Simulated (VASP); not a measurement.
Input of a VASP 6.6.1 run:

INCAR

```
SYSTEM = NiO
PREC = Accurate
ENCUT = 520
EDIFF = 1E-6
ISMEAR = 0
SIGMA = 0.05
LREAL = .FALSE.
LASPH = .TRUE.
NELM = 100
ALGO = Normal
ISIF = 2
LWAVE = .FALSE.
LCHARG = .FALSE.
GGA = PE
NBANDS = 15
```

The input KPOINTS:

```
regular mesh
0
G
  14 14 14
  0 0 0
```

The input POSCAR:

```
NiO
1.0
    0.0000000000      2.1084194085      2.1084194085
    2.1084194085      0.0000000000      2.1084194085
    2.1084194085      2.1084194085      0.0000000000
Ni O
1 1
Direct
    0.0000000000      0.0000000000      0.0000000000
    0.5000000000      0.5000000000      0.5000000000
```

Potentials or basis: VASP PAW PBE potentials, release 64 (Ni, O).

Launch:

```sh
$ cat potpaw_PBE.64/Ni/POTCAR potpaw_PBE.64/O/POTCAR > POTCAR
$ mpirun -np 1 vasp_std > vasp.out
```

**Question.** Estimate the pressure.

**Answer.** -7.5 GPa.

**Question.** What does it give for the band gap on the k mesh?

**Answer.** Zero (band 8 reaches 8.68 eV, above the bottom of band 9 at 5.97 eV).

Caveat: the run has no spin polarisation, though such a crystal can be magnetic; semilocal functionals often make such compounds metallic where correlation or magnetic order opens a gap, which also shifts bond lengths. With open d or f shells a metallic result of PBE can be an artefact of self-interaction; +U or a hybrid may open a gap.
